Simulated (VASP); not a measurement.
Write the native input for VASP 6.6.1 that does the following.

- Task: single point
- Functional: LDA
- Potentials or basis: VASP PAW LDA potentials, release 64 (Al, Au)
- Cutoff: 520 eV
- k mesh: 7 × 7 × 7
- Occupations: methfessel-paxton, width 0.1 eV
- Spin: no spin polarisation
- Dipole correction: no
- Further INCAR settings: ALGO = Normal; EDIFF = 1e-07; NBANDS = 16

The structure of Al2Au lies in POSCAR:

```
Al2Au
1.0
    0.0000000000      3.0000000000      3.0000000000
    3.0000000000      0.0000000000      3.0000000000
    3.0000000000      3.0000000000      0.0000000000
Al Au
2 1
Direct
    0.2500000000      0.2500000000      0.2500000000
    0.7500000000      0.7500000000      0.7500000000
    0.0000000000      0.0000000000      0.0000000000
```

One way to write it, as run:

INCAR

```
PREC = Accurate
ENCUT = 520
EDIFF = 1E-7
ISMEAR = 1
SIGMA = 0.1
LREAL = F
LASPH = T
NELM = 60
ALGO = Normal
ISIF = 2
LWAVE = F
LCHARG = F
GGA = CA
NBANDS = 16
```

KPOINTS

```
Automatic mesh
0
Gamma
  7 7 7
```

Potentials or basis: VASP PAW LDA potentials, release 64 (Al, Au).

The run is started by

```console
$ cat potpaw_LDA.64/Al/POTCAR potpaw_LDA.64/Au/POTCAR > POTCAR
$ mpirun -np 1 vasp_std > vasp.out
```

It gave:

```
Pressure : -2.4 GPa
```

Wall time 30 s on 1 thread of AMD EPYC 7R13, with other jobs on the host, peak memory 0.13 GiB.
